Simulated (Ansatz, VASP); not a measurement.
**Hf2ZrC3: VASP beside Ansatz**

```xyz
6
Lattice="2.9391 1.6969 3.1324 -2.9391 1.6969 3.1324 0.0000 -3.3938 3.1324" Properties=species:S:1:pos:R:3 pbc="T T T"
Zr    0.0000    0.0000    4.6986
Hf    0.0000    0.0000    7.6070
Hf    0.0000    0.0000    1.7901
C     1.4696   -0.8485    3.1324
C     0.0000    1.6969    3.1324
C    -1.4696   -0.8485    3.1324
```

Change from the starting cell: species swapped into the Zr2CoMo3 type (R-3m, No. 166).

Alike in both runs: task relaxation of cell and atoms; functional PBE; k mesh 12 × 12 × 12; occupations gaussian, width 0.1 eV; no spin polarisation.

|  | VASP | Ansatz |
| --- | --- | --- |
| version | VASP 6.6.1 | Ansatz 0.2.0 |
| potentials or method | VASP PAW PBE potentials, release 64 (Zr_sv, Hf_pv, C), cutoff 600 eV | scalar-relativistic, plane waves, PAW |
| valence electrons in the cell | 44 | 76 |

```tsv
	VASP	Ansatz	Ansatz less VASP
gap on the k mesh at the Fermi level, each at its own relaxed structure (eV)	none	none	-
relaxed volume (Å³/atom)	15.59	15.62	+0.029
relaxed length of the cell vector where the two differ most in proportion (Å)	4.615	4.618	+0.0031
```

A gap of «none» marks a metal or a gap that the smearing closes. VASP's potentials hold 44 valence electrons a cell and Ansatz's 76, so a difference there can come from the potentials and not from the codes.

Neither program's run includes spin-orbit coupling.
